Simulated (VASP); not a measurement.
# BN (P6_3mc) in VASP: a series of runs

BN is run at these levels: PBEsol; tasks: relaxation of cell and atoms, single point.

All numbers are computed with VASP 6.6.1; they aren't measurements. Logs are shortened: lines on timing, memory, paths and dates and some standing lists are left out, and cuts for length are marked.

## 1. The cell of the first run

The structure is hexagonal, space group P6_3mc (No. 186). The conventional cell has a = 2.564 Å, b = 2.564 Å, c = 4.187 Å, α = 90.00°, β = 90.00°, γ = 120.00°. Within 2.1 Å of B (site symmetry 3m) lie 4 N at 1.57 Å. Within 2.1 Å of N (site symmetry 3m) lie 4 B at 1.57 Å.

## 2. Relaxation of cell and atoms, PBEsol

File INCAR:

```
SYSTEM = BN
PREC     = Accurate       ! precision mode
ENCUT    = 600            ! plane-wave cutoff, eV
EDIFF    = 1E-6           ! SCF threshold, eV
ISMEAR   = 0              ! smearing method
SIGMA    = 0.02           ! smearing width, eV
LREAL    = .FALSE.        ! projectors in reciprocal space
LASPH    = .TRUE.         ! aspherical terms in the spheres
NELM     = 100            ! most SCF steps
ALGO     = Normal         ! electronic algorithm
ISIF     = 3              ! what is computed and relaxed
LWAVE    = .FALSE.        ! write WAVECAR
LCHARG   = .FALSE.        ! write CHGCAR
GGA      = PS             ! functional
IBRION   = 2              ! ionic algorithm
NSW      = 100            ! ionic steps
EDIFFG   = -0.005         ! ionic threshold
```

File KPOINTS:

```
regular mesh
0
G
  12 12 6
  0 0 0
```

File POSCAR:

```
BN
1.0
    2.5639710000      0.0000000000      0.0000000000
   -1.2819850000      2.2204640000      0.0000000000
    0.0000000000      0.0000000000      4.1869460000
B N
2 2
Direct
    0.0000000000      0.0000000000      0.0000000000
    0.3333333300      0.6666666700      0.5000000000
    0.0000000000      0.0000000000      0.3750000000
    0.3333333300      0.6666666700      0.8750000000
```

Potentials or basis: VASP PAW PBE potentials, release 64 (B, N).

On the command line:

```sh
$ cat potpaw_PBE.64/B/POTCAR potpaw_PBE.64/N/POTCAR > POTCAR
$ mpirun -np 1 vasp_std > vasp.out
```

OUTCAR:

```text
SYSTEM = BN
   PREC = Accurate
   ENCUT = 600
   EDIFF = 1E-6
   ISMEAR = 0
   LREAL = .FALSE.
   LASPH = .TRUE.
   NELM = 100
   ISIF = 3
   GGA = PS
   IBRION = 2
   NSW = 100
   EDIFFG = -0.005

 ion  position               nearest neighbor table
   1  0.000  0.000  0.000-   3 1.57   4 1.57   4 1.57   4 1.57
   2  0.333  0.667  0.500-   4 1.57   3 1.57   3 1.57   3 1.57
   3  0.000  0.000  0.375-   1 1.57   2 1.57   2 1.57   2 1.57
   4  0.333  0.667  0.875-   2 1.57   1 1.57   1 1.57   1 1.57

  LATTYP: Found a hexagonal cell.
 ALAT       =     2.5639710000
 C/A-ratio  =     1.6329927289

  Lattice vectors:

 A1 = (   2.5639710000,   0.0000000000,   0.0000000000)
 A2 = (  -1.2819850000,   2.2204640000,   0.0000000000)
 A3 = (   0.0000000000,   0.0000000000,   4.1869460000)

Analysis of symmetry for initial positions (statically):
[... 6 lines left out ...]

 Subroutine GETGRP returns: Found 12 space group operations
 (whereof  6 operations were pure point group operations)
 out of a pool of 24 trial point group operations.

The static configuration has the point symmetry C_3v.
 The point group associated with its full space group is C_6v.

Analysis of symmetry for dynamics (positions and initial velocities):
[... 6 lines left out ...]

 Subroutine GETGRP returns: Found 12 space group operations
 (whereof  6 operations were pure point group operations)
 out of a pool of 24 trial point group operations.

The dynamic configuration has the point symmetry C_3v.
 The point group associated with its full space group is C_6v.

 Subroutine INISYM returns: Found 12 space group operations
 (whereof  6 operations are pure point group operations),
 and found     1 'primitive' translations

----------------------------------------------------------------------------------------

                                     Primitive cell

  volume of cell :      23.8371

  direct lattice vectors                    reciprocal lattice vectors
     2.563971000  0.000000000  0.000000000     0.390020012  0.225178073  0.000000000
    -1.281985000  2.220464000  0.000000000     0.000000000  0.450356322  0.000000000
     0.000000000  0.000000000  4.186946000     0.000000000  0.000000000  0.238837568

  length of vectors
     2.563971000  2.563970732  4.186946000     0.450356275  0.450356322  0.238837568

  position of ions in fractional coordinates (direct lattice)
     0.000000000  0.000000000  0.000000000
     0.333333330  0.666666670  0.500000000
     0.000000000  0.000000000  0.375000000
     0.333333330  0.666666670  0.875000000

  ion indices of the primitive-cell ions
   primitive index   ion index
                 1           1
                 2           2
                 3           3
                 4           4

----------------------------------------------------------------------------------------

 KPOINTS: regular mesh

Automatic generation of k-mesh.
 Grid dimensions read from file:
 generate k-points for:   12   12    6

 Generating k-lattice:

  Cartesian coordinates                     Fractional coordinates (reciprocal lattice)
     0.032501668  0.018764839  0.000000000     0.083333333 -0.000000000  0.000000000
     0.000000000  0.037529693  0.000000000     0.000000000  0.083333333  0.000000000
     0.000000000  0.000000000  0.039806261     0.000000000  0.000000000  0.166666667

  Length of vectors
     0.037529690  0.037529693  0.039806261

  Shift w.r.t. Gamma in fractional coordinates (k-lattice)
     0.000000000  0.000000000  0.000000000

 Subroutine IBZKPT returns following result:
 ===========================================

 Found     76 irreducible k-points:

 Following reciprocal coordinates:
            Coordinates               Weight
  0.000000  0.000000  0.000000      1.000000
  0.083333  0.000000  0.000000      6.000000
  0.166667  0.000000  0.000000      6.000000
  0.250000  0.000000  0.000000      6.000000
  0.333333  0.000000  0.000000      6.000000
  0.416667  0.000000  0.000000      6.000000
[... 16 lines left out ...]
  0.250000  0.000000  0.166667     12.000000
  0.333333  0.000000  0.166667     12.000000
 [... further k-points ...]
   k-points           NKPTS =     76   k-points in BZ     NKDIM =     76   number of bands    NBANDS=     12
   number of dos      NEDOS =    301   number of ions     NIONS =      4
   total plane-waves  NPLWV =  14400
   dimension x,y,z NGX =    20 NGY =   20 NGZ =   36
   dimension x,y,z NGXF=    40 NGYF=   40 NGZF=   72
   ions per type =               2   2
   NGX,Y,Z   is equivalent  to a cutoff of  12.97, 12.97, 14.29 a.u.
   NGXF,Y,Z  is equivalent  to a cutoff of  25.94, 25.94, 28.59 a.u.
 SYSTEM =  BN
   PREC   = accura    normal or accurate (medium, high low for compatibility)
   ISTART =      0    job   : 0-new  1-cont  2-samecut
   ICHARG =      2    charge: 1-file 2-atom 10-const
   ISPIN  =      1    spin polarized calculation?
   LNONCOLLINEAR =      F non collinear calculations
   LSORBIT =      F    spin-orbit coupling
   LASPH  =      T    aspherical Exc in radial PAW
   ENCUT  =  600.0 eV  44.10 Ry    6.64 a.u.   5.12  5.12  8.36*2*pi/ulx,y,z
   NELM   =    100;   NELMIN=  2; NELMDL= -5     # of ELM steps
   EDIFF  = 0.1E-05   stopping-criterion for ELM
   LREAL  =      F    real-space projection
   EDIFFG = -.5E-02   stopping-criterion for IOM
   NSW    =    100    number of steps for IOM
   IBRION =      2    ionic relax: 0-MD 1-quasi-New 2-CG
   NFREE  =      1    steps in history (QN), initial steepest desc. (CG)
   ISIF   =      3    stress and relaxation
   ISYM   =      2    0-nonsym 1-usesym 2-fastsym
   POTIM  = 0.5000    time-step for ionic-motion
   TEBEG  =    0.0;   TEEND  =   0.0 temperature during run
   PSTRESS=    0.0 pullay stress
   NELECT =      16.0000    total number of electrons
   NUPDOWN=      -1.0000    fix difference up-down
   EMIN   =  10.00;   EMAX   =-10.00  energy-range for DOS
   EFERMI =   0.00;   METHOD = LEGACY
   ISMEAR =     0;   SIGMA  =   0.02  broadening in eV -4-tet -1-fermi 0-gaus
   EFERMI_NEDOS =   21; number of points for ismear=-14 and -15
   IALGO  =     38    algorithm
   IMIX   =      4    mixing-type and parameters
     AMIX     =   0.40;   BMIX     =  1.00
     AMIX_MAG =   1.60;   BMIX_MAG =  1.00
  volume/ion in A,a.u.               =       5.96        40.22
  Fermi-wavevector in a.u.,A,eV,Ry     =   1.433387  2.708708 27.954502  2.054598
  Thomas-Fermi vector in A             =   2.552911
   LORBIT       =      0    0 simple, 1 ext, 2 COOP (PROOUT), +10 PAW based schemes
   GGA     = PS    functional components
   LHFCALC =     F    Hartree Fock is set to
   AEXX    =    0.0000 exact exchange contribution
   IVDW    =     0    specifies the selected vdW correction
   LEPSILON=     F    determine dielectric tensor
   LRPA    =     F    only Hartree local field effects (RPA)
 conjugate gradient relaxation of ions
 non-spin polarized calculation
 Gauss-broadening in eV      SIGMA  =   0.02
  energy-cutoff  :      600.00
  volume of cell :       23.84
 maximum number of plane-waves:       808
   NGX = 11   NGY = 11   NGZ = 17

--------------------------------------- Ionic step        1  -------------------------------------------

 number of electron      16.0000001 magnetization

 Free energy of the ion-electron system (eV)
  ---------------------------------------------------
  ext. energy  EPLUGINS =         0.00000000
  ---------------------------------------------------
  free energy    TOTEN  =       -36.62183809 eV

  energy without entropy =      -36.62183809  energy(sigma->0) =      -36.62183809

------------------------ aborting loop because EDIFF is reached ----------------------------------------

  FORCE on cell =-STRESS in cart. coord.  units (eV):
  Direction    XX          YY          ZZ          XY          YZ          ZX
  --------------------------------------------------------------------------------------
  -------------------------------------------------------------------------------------
  Total       -1.3307047     -1.3307047      0.4763048     -0.0000003      0.0000000      0.0000000
  in kB      -89.4412912    -89.4412896     32.0141044     -0.0000201      0.0000000      0.0000000
  external PRESSURE =     -48.9561588 kB  Pullay stress =       0.0000000 kB
[... 251 lines left out ...]
  energy  without entropy=      -36.6345757679  energy(sigma->0) =      -36.63457577

--------------------------------------- Ionic step        8  -------------------------------------------

 number of electron      16.0000001 magnetization

 Free energy of the ion-electron system (eV)
  ---------------------------------------------------
  ext. energy  EPLUGINS =         0.00000000
  ---------------------------------------------------
  free energy    TOTEN  =       -36.63457931 eV

  energy without entropy =      -36.63457931  energy(sigma->0) =      -36.63457931

 E-fermi :   7.7279     XC(G=0): -13.0279

 val. band max:        7.5764893270   @ k =   0.0000   0.0000   0.0000
 cond. band min:      12.5254567162   @ k =   0.3333   0.3333   0.0000
 fundamental gap:      4.9489673892
 Fermi energy:         7.7279459858

 k-point     1 :       0.0000    0.0000    0.0000
  band No.  band energies     occupation
      1     -12.9061      2.00000
      2      -8.6811      2.00000
      3      -3.4799      2.00000
      4       5.4296      2.00000
      5       5.4296      2.00000
      6       7.2956      2.00000
      7       7.5765      2.00000
      8       7.5765      2.00000
      9      15.9005      0.00000
     10      15.9005      0.00000
     11      16.1456      0.00000
     12      17.1064      0.00000
[... 331 lines left out ...]
 k-point    24 :       0.3333    0.0000    0.1667
  band No.  band energies     occupation
      1     -10.4340      2.00000
      2      -7.6232      2.00000
      3      -1.3405      2.00000
      4       0.1230      2.00000
      5       1.5568      2.00000
      6       3.2283      2.00000
      7       5.0449      2.00000
      8       5.6518      2.00000
      9      14.3302      0.00000
     10      15.7939      0.00000
     11      18.4576      0.00000
     12      18.5441      0.00000

 [... further k-points ...]

------------------------ aborting loop because EDIFF is reached ----------------------------------------

  FORCE on cell =-STRESS in cart. coord.  units (eV):
  Direction    XX          YY          ZZ          XY          YZ          ZX
  --------------------------------------------------------------------------------------
  -------------------------------------------------------------------------------------
  Total       -0.0132668     -0.0132668      0.0013638     -0.0000000      0.0000000      0.0000000
  in kB       -0.9035109     -0.9035109      0.0928806     -0.0000002      0.0000000      0.0000000
  external PRESSURE =      -0.5713804 kB  Pullay stress =       0.0000000 kB
[... 19 lines left out ...]
  FREE ENERGIE OF THE ION-ELECTRON SYSTEM (eV)
  ---------------------------------------------------
  free  energy   TOTEN  =       -36.6345793055 eV

  energy  without entropy=      -36.6345793055  energy(sigma->0) =      -36.63457931

 reached required accuracy - stopping structural energy minimisation
```

Run time: 60 s. Hardware: 1 thread of AMD EPYC 7R13 (Zen 3), shared host; peak memory 0.12 GiB.

Results:

- Free energy: -36.6346 eV
- Relaxed volume: 5.88 Å³/atom
- Relaxed cell: a = 2.542 Å, b = 2.542 Å, c = 4.204 Å, α = 90.00°, β = 90.00°, γ = 120.00°
- Space group after relaxing (to 0.05 Å): P6_3mc (No. 186)
- Energy gained by relaxing: 3.2 meV/atom
- Ionic steps: 8
- Pressure after relaxing: -0.1 GPa
- Band gap on the k mesh: 4.95 eV, indirect (least direct gap 8.22 eV)

Forces on the atoms (eV/Å):
```
B    0.000  0.000  0.002
B    0.000  0.000  0.002
N    0.000  0.000 -0.002
N    0.000  0.000 -0.002
```

Stress tensor (GPa, compression positive):
```
-0.09  0.00  0.00
 0.00 -0.09  0.00
 0.00  0.00  0.01
```

The path:
| step | energy change (eV) | largest force (eV/Å) | pressure (GPa) | volume (Å³) |
| --- | --- | --- | --- | --- |
| 1 | 0.0000 | 0.0222 | -4.90 | 23.84 |
| 2 | -0.0037 | 0.0338 | 5.32 | 23.21 |
| 3 | -0.0126 | 0.0262 | 0.46 | 23.49 |
| 4 | -0.0126 | 0.0262 | 0.59 | 23.49 |
| 5 | -0.0127 | 0.0285 | -0.29 | 23.54 |
| 6 | -0.0127 | 0.0028 | 0.11 | 23.51 |
| 7 | -0.0127 | 0.0020 | 0.14 | 23.51 |
| 8 | -0.0127 | 0.0022 | -0.06 | 23.53 |

Final structure:
```xyz
4
Lattice="2.5419 0.0000 0.0000 -1.2710 2.2014 0.0000 0.0000 0.0000 4.2042" Properties=species:S:1:pos:R:3 pbc="T T T"
B     0.0000    0.0000    0.0011
B     0.0000    1.4676    2.1032
N     2.5419    0.0000    1.5755
N     0.0000    1.4676    3.6775
```

Caveat: the PAW data sets were made with another functional, which shifts forces and pressure a little. A k mesh can miss the band edges.

(Continued in part 2 of 2.)
